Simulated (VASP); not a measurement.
# VO2 (P4_2/mnm) in VASP: electric field gradients with LDA

Aim: the electric field gradients of VO2 with LDA.

Everything below comes from runs of VASP 6.6.1. Logs are shortened: lines on timing, memory, paths and dates and some standing lists are left out, and cuts for length are marked.

## Step 1: The cell of the first run

Symmetry: P4_2/mnm, No. 136, tetragonal system. Conventional cell: a = 4.555 Å, b = 4.555 Å, c = 2.853 Å, α = 90.00°, β = 90.00°, γ = 90.00°. V (site symmetry mmm) has 6 O at 1.92 to 1.93 Å within 2.5 Å. O (site symmetry m2m) has 3 V at 1.92 to 1.93 Å and 1 O at 2.58 Å within 2.6 Å.

## Step 2: Electric field gradients, LDA, collinear spin, ferromagnetic start

File INCAR:

```
SYSTEM = VO2
PREC = Accurate
ENCUT = 520
EDIFF = 1E-8
ISMEAR = -1
SIGMA = 0.05
LREAL = .FALSE.
LASPH = .TRUE.
NELM = 200
ALGO = Normal
ISIF = 2
LWAVE = .FALSE.
LCHARG = .FALSE.
ISPIN = 2
MAGMOM = 1 1 0 0 0 0
LORBIT = 11
LMAXMIX = 4
LEFG = .TRUE.
NBANDS = 38
GGA_COMPAT = .FALSE.
KPAR = 4
```

File KPOINTS:

```
regular mesh
0
G
  10 10 16
  0 0 0
```

File POSCAR:

```
VO2
1.0
    4.5546000000      0.0000000000      0.0000000000
    0.0000000000      4.5546000000      0.0000000000
    0.0000000000      0.0000000000      2.8528000000
V O
2 4
Direct
    0.0000000000      0.0000000000      0.0000000000
    0.5000000000      0.5000000000      0.5000000000
    0.3001000000      0.3001000000      0.0000000000
    0.1999000000      0.8001000000      0.5000000000
    0.6999000000      0.6999000000      0.0000000000
    0.8001000000      0.1999000000      0.5000000000
```

Potentials or basis: VASP PAW LDA potentials, release 64 (V_sv, O).

Run with:

```console
$ cat potpaw_LDA.64/V_sv/POTCAR potpaw_LDA.64/O/POTCAR > POTCAR
$ mpirun -np 4 vasp_std > vasp.out
```

OUTCAR:

```text
SYSTEM = VO2
   PREC = Accurate
   ENCUT = 520
   EDIFF = 1E-8
   ISMEAR = -1
   LREAL = .FALSE.
   LASPH = .TRUE.
   NELM = 200
   ISIF = 2
   ISPIN = 2
   LORBIT = 11

 ion  position               nearest neighbor table
   1  0.000  0.000  0.000-   4 1.92   6 1.92   4 1.92   6 1.92   5 1.93   3 1.93
   2  0.500  0.500  0.500-   3 1.92   5 1.92   3 1.92   5 1.92   4 1.93   6 1.93
   3  0.300  0.300  0.000-   2 1.92   2 1.92   1 1.93
   4  0.200  0.800  0.500-   1 1.92   1 1.92   2 1.93
   5  0.700  0.700  0.000-   2 1.92   2 1.92   1 1.93
   6  0.800  0.200  0.500-   1 1.92   1 1.92   2 1.93

  LATTYP: Found a simple tetragonal cell.
 ALAT       =     4.5546000000
 C/A-ratio  =     0.6263557722

  Lattice vectors:

 A1 = (   4.5546000000,   0.0000000000,   0.0000000000)
 A2 = (   0.0000000000,   4.5546000000,   0.0000000000)
 A3 = (   0.0000000000,   0.0000000000,   2.8528000000)

Analysis of symmetry for initial positions (statically):
=====================================================================
 Subroutine PRICEL returns:
 Original cell was already a primitive cell.

 Routine SETGRP: Setting up the symmetry group for a
 simple tetragonal supercell.

 Subroutine GETGRP returns: Found 16 space group operations
 (whereof  8 operations were pure point group operations)
 out of a pool of 16 trial point group operations.

The static configuration has the point symmetry D_2h.
 The point group associated with its full space group is D_4h.

Analysis of symmetry for dynamics (positions and initial velocities):
=====================================================================
 Subroutine PRICEL returns:
 Original cell was already a primitive cell.

 Routine SETGRP: Setting up the symmetry group for a
 simple tetragonal supercell.

 Subroutine GETGRP returns: Found 16 space group operations
 (whereof  8 operations were pure point group operations)
 out of a pool of 16 trial point group operations.

The dynamic configuration has the point symmetry D_2h.
 The point group associated with its full space group is D_4h.

Analysis of structural, dynamic, and magnetic symmetry:
=====================================================================
 Subroutine PRICEL returns:
 Original cell was already a primitive cell.

 Routine SETGRP: Setting up the symmetry group for a
 simple tetragonal supercell.

 Subroutine GETGRP returns: Found 16 space group operations
 (whereof  8 operations were pure point group operations)
 out of a pool of 16 trial point group operations.

The overall configuration has the point symmetry D_2h.
 The point group associated with its full space group is D_4h.

 Subroutine INISYM returns: Found 16 space group operations
 (whereof  8 operations are pure point group operations),
 and found     1 'primitive' translations

----------------------------------------------------------------------------------------

                                     Primitive cell

  volume of cell :      59.1796

  direct lattice vectors                    reciprocal lattice vectors
     4.554600000  0.000000000  0.000000000     0.219558249  0.000000000  0.000000000
     0.000000000  4.554600000  0.000000000     0.000000000  0.219558249  0.000000000
     0.000000000  0.000000000  2.852800000     0.000000000  0.000000000  0.350532810

  length of vectors
     4.554600000  4.554600000  2.852800000     0.219558249  0.219558249  0.350532810

  position of ions in fractional coordinates (direct lattice)
     0.000000000  0.000000000  0.000000000
     0.500000000  0.500000000  0.500000000
     0.300100000  0.300100000  0.000000000
     0.199900000  0.800100000  0.500000000
     0.699900000  0.699900000  0.000000000
     0.800100000  0.199900000  0.500000000

  ion indices of the primitive-cell ions
   primitive index   ion index
                 1           1
                 2           2
                 3           3
                 4           4
                 5           5
                 6           6

----------------------------------------------------------------------------------------

 KPOINTS: regular mesh

Automatic generation of k-mesh.
 Grid dimensions read from file:
 generate k-points for:   10   10   16

 Generating k-lattice:

  Cartesian coordinates                     Fractional coordinates (reciprocal lattice)
     0.021955825  0.000000000  0.000000000     0.100000000  0.000000000  0.000000000
     0.000000000  0.021955825  0.000000000     0.000000000  0.100000000  0.000000000
     0.000000000  0.000000000  0.021908301     0.000000000  0.000000000  0.062500000

  Length of vectors
     0.021955825  0.021955825  0.021908301

  Shift w.r.t. Gamma in fractional coordinates (k-lattice)
     0.000000000  0.000000000  0.000000000

 Subroutine IBZKPT returns following result:
 ===========================================

 Found    189 irreducible k-points:

[... 50 lines left out ...]
   NFREE  =      0    steps in history (QN), initial steepest desc. (CG)
   ISIF   =      2    stress and relaxation
   ISYM   =      2    0-nonsym 1-usesym 2-fastsym
   POTIM  = 0.5000    time-step for ionic-motion
   TEBEG  =    0.0;   TEEND  =   0.0 temperature during run
   PSTRESS=    0.0 pullay stress
   NELECT =      50.0000    total number of electrons
   NUPDOWN=      -1.0000    fix difference up-down
   EMIN   =  10.00;   EMAX   =-10.00  energy-range for DOS
   EFERMI =   0.00;   METHOD = LEGACY
   ISMEAR =    -1;   SIGMA  =   0.05  broadening in eV -4-tet -1-fermi 0-gaus
   EFERMI_NEDOS =   21; number of points for ismear=-14 and -15
   IALGO  =     38    algorithm
   IMIX   =      4    mixing-type and parameters
     AMIX     =   0.40;   BMIX     =  1.00
     AMIX_MAG =   1.60;   BMIX_MAG =  1.00
  volume/ion in A,a.u.               =       9.86        66.56
  Fermi-wavevector in a.u.,A,eV,Ry     =   1.547655  2.924644 32.589175  2.395237
  Thomas-Fermi vector in A             =   2.652718
   LORBIT       =     11    0 simple, 1 ext, 2 COOP (PROOUT), +10 PAW based schemes
   GGA     = CA    functional components
   LHFCALC =     F    Hartree Fock is set to
   AEXX    =    0.0000 exact exchange contribution
   IVDW    =     0    specifies the selected vdW correction
   LEPSILON=     F    determine dielectric tensor
   LRPA    =     F    only Hartree local field effects (RPA)
 spin polarized calculation
  energy-cutoff  :      520.00
  volume of cell :       59.18
 maximum number of plane-waves:      1618
 NGX is ok and might be reduce to    36
   NGX = 17   NGY = 17   NGZ = 11

 number of electron      49.9999986 magnetization       1.8514329

 Free energy of the ion-electron system (eV)
  ---------------------------------------------------
  ext. energy  EPLUGINS =         0.00000000
  ---------------------------------------------------
  free energy    TOTEN  =       -57.31914370 eV

  energy without entropy =      -57.28772933  energy(sigma->0) =      -57.30343651

 E-fermi :   6.0728     XC(G=0): -12.3444

 val. band max:        6.0707074333   @ k =   0.4000   0.3000   0.4375
 cond. band min:       6.0747195704   @ k =   0.1000   0.1000   0.0625
 fundamental gap:      0.0040121371
 Fermi energy:         6.0728061426

 spin component 1

 k-point     1 :       0.0000    0.0000    0.0000
  band No.  band energies     occupation
      1     -59.2190      1.00000
      2     -59.2089      1.00000
      3     -33.4751      1.00000
      4     -33.4751      1.00000
      5     -33.4172      1.00000
      6     -33.3968      1.00000
[... 949 lines left out ...]
     36      16.2890      0.00000
     37      16.6646      0.00000

 [... further k-points ...]

 spin component 2

 k-point     1 :       0.0000    0.0000    0.0000
  band No.  band energies     occupation
      1     -58.3249      1.00000
      2     -58.3142      1.00000
      3     -32.6056      1.00000
      4     -32.6056      1.00000
      5     -32.5696      1.00000
      6     -32.5478      1.00000
[... 949 lines left out ...]
     36      16.4380      0.00000
     37      16.8478      0.00000

 [... further k-points ...]

 [bands above 37 left out]

------------------------ aborting loop because EDIFF is reached ----------------------------------------

  FORCE on cell =-STRESS in cart. coord.  units (eV):
  Direction    XX          YY          ZZ          XY          YZ          ZX
  --------------------------------------------------------------------------------------
  -------------------------------------------------------------------------------------
  Total       -3.8597440     -3.8597440     -5.9734161      0.0000000      0.0000000      0.0000000
  in kB     -104.4954240   -104.4954240   -161.7191837      0.0000000      0.0000000      0.0000000
  external PRESSURE =    -123.5700106 kB  Pullay stress =       0.0000000 kB

 VOLUME and BASIS-vectors are now :
 -----------------------------------------------------------------------------
  energy-cutoff  :      520.00
  volume of cell :       59.18
      direct lattice vectors                 reciprocal lattice vectors
     4.554600000  0.000000000  0.000000000     0.219558249  0.000000000  0.000000000
     0.000000000  4.554600000  0.000000000     0.000000000  0.219558249  0.000000000
     0.000000000  0.000000000  2.852800000     0.000000000  0.000000000  0.350532810

 POSITION                                       TOTAL-FORCE (eV/Angst)
 -----------------------------------------------------------------------------------
      0.00000      0.00000      0.00000         0.000000     -0.000000     -0.000000
      2.27730      2.27730      1.42640         0.000000     -0.000000     -0.000000
      1.36684      1.36684      0.00000         0.044960      0.044960      0.000000
      0.91046      3.64414      1.42640        -0.044960      0.044960      0.000000
      3.18776      3.18776      0.00000        -0.044960     -0.044960     -0.000000
      3.64414      0.91046      1.42640         0.044960     -0.044960     -0.000000
 -----------------------------------------------------------------------------------
    total drift:                                0.000000      0.000000      0.000000

  FREE ENERGIE OF THE ION-ELECTRON SYSTEM (eV)
  ---------------------------------------------------
  free  energy   TOTEN  =       -57.3191436968 eV

  energy  without entropy=      -57.2877293284  energy(sigma->0) =      -57.30343651

 Electric field gradients (V/A^2)
---------------------------------------------------------------------
 ion       V_xx      V_yy      V_zz      V_xy      V_xz      V_yz
---------------------------------------------------------------------
   1      -2.980    -2.980     5.959     8.027     0.000     0.000
   2      -2.980    -2.980     5.959    -8.027     0.000    -0.000
   3      -0.167    -0.167     0.334    23.768     0.000    -0.000
   4      -0.167    -0.167     0.334   -23.768    -0.000    -0.000
   5      -0.167    -0.167     0.334    23.768     0.000    -0.000
   6      -0.167    -0.167     0.334   -23.768     0.000    -0.000
---------------------------------------------------------------------

 Electric field gradients after diagonalization (V/A^2)
 (convention: |V_zz| > |V_xx| > |V_yy|)
----------------------------------------------------------------------
 ion       V_xx      V_yy      V_zz     asymmetry (V_yy - V_xx)/ V_zz
----------------------------------------------------------------------
   1       5.959     5.047   -11.006       0.083
   2       5.959     5.047   -11.006       0.083
   3      23.601     0.334   -23.935       0.972
   4      23.601     0.334   -23.935       0.972
   5      23.601     0.334   -23.935       0.972
   6      23.601     0.334   -23.935       0.972
----------------------------------------------------------------------

           NMR quadrupolar parameters

 Cq : quadrupolar parameter    Cq=e*Q*V_zz/h
 eta: asymmetry parameters     (V_yy - V_xx)/ V_zz
 Q  : nuclear electric quadrupole moment in mb (millibarn)
----------------------------------------------------------------------
 ion       Cq(MHz)       eta       Q (mb)
----------------------------------------------------------------------
   1      -0.027       0.083       1.000
   2      -0.027       0.083       1.000
   3      -0.058       0.972       1.000
   4      -0.058       0.972       1.000
   5      -0.058       0.972       1.000
   6      -0.058       0.972       1.000
----------------------------------------------------------------------

 total charge

# of ion       s       p       d       tot
------------------------------------------
    1        2.288   6.342   2.933  11.563
    2        2.288   6.342   2.933  11.563
    3        1.560   3.452   0.000   5.012
    4        1.560   3.452   0.000   5.012
    5        1.560   3.452   0.000   5.012
    6        1.560   3.452   0.000   5.012
--------------------------------------------------
tot         10.818  26.489   5.867  43.174

 magnetization (x)

# of ion       s       p       d       tot
------------------------------------------
    1        0.010   0.009   0.902   0.921
    2        0.010   0.009   0.902   0.921
    3       -0.001  -0.027   0.000  -0.029
    4       -0.001  -0.027   0.000  -0.029
    5       -0.001  -0.027   0.000  -0.029
    6       -0.001  -0.027   0.000  -0.029
--------------------------------------------------
tot          0.014  -0.091   1.805   1.728
```

Run time: 3.1 min. Hardware: 4 MPI ranks of Intel Xeon Platinum 8488C (Sapphire Rapids), shared host; peak memory 0.58 GiB.

What came out:

| Property | Result |
| --- | --- |
| Free energy | -57.3191 eV |
| Pressure | -12.4 GPa |
| Largest force | 0.064 eV/Å |
| Net moment | 1.85 μB per cell |
| Site moments | V +0.92; O -0.03 μB |
| Largest electric field gradient by atom | V -11.0; O -23.9 V/Å² |
| Valence electrons inside the program's atomic spheres | V 11.56; O 5.01 |

Forces on the atoms (eV/Å):
```
V    0.000  0.000  0.000
V    0.000  0.000  0.000
O    0.045  0.045  0.000
O   -0.045  0.045  0.000
O   -0.045 -0.045  0.000
O    0.045 -0.045  0.000
```

Stress tensor (GPa, compression positive):
```
-10.45   0.00   0.00
  0.00 -10.45   0.00
  0.00   0.00 -16.17
```

Electric field gradients, principal values (V/Å²):
```tsv
atom	least	middle	greatest (by size)
1 V	5.047	5.959	-11.006
2 V	5.047	5.959	-11.006
3 O	0.334	23.601	-23.935
4 O	0.334	23.601	-23.935
5 O	0.334	23.601	-23.935
6 O	0.334	23.601	-23.935
```

Caveat: the stress differs along the axes, from -16 to -10 GPa; without QUAD_EFG the Cq values of the log hold for a quadrupole moment of 1 mb, not for the nuclei; semilocal functionals often make such compounds metallic where correlation or magnetic order opens a gap, which also shifts bond lengths.
